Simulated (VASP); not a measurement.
Fe: vibrations by perturbation theory with PBE

Fe:

```
Fe
1.0
    -1.43350    1.43350    1.43350
     1.43350   -1.43350    1.43350
     1.43350    1.43350   -1.43350
Fe
1
Direct
  0.00000 0.00000 0.00000
```

- Program: VASP 6.6.1
- Task: vibrations by perturbation theory
- Functional: PBE
- Potentials or basis: VASP PAW PBE potentials, release 64 (Fe)
- Cutoff: 520 eV
- k mesh: 14 × 14 × 14
- Occupations: methfessel-paxton, width 0.2 eV
- Spin: collinear spin, ferromagnetic start
- Starting moments: [2.3] μB
- Dipole correction: no
- Further INCAR settings: ALGO = Normal; EDIFF = 1e-08; IBRION = 8; NSW = 1

The net moment is 2.24 μB per cell, the site moments are Fe +2.24 μB and the valence electrons inside the program's atomic spheres are Fe 7.20.

Run time: 89 s on 1 thread of AMD EPYC 7R43 64-Core Processor (Zen 3), on a shared host, peak memory 0.17 GiB.
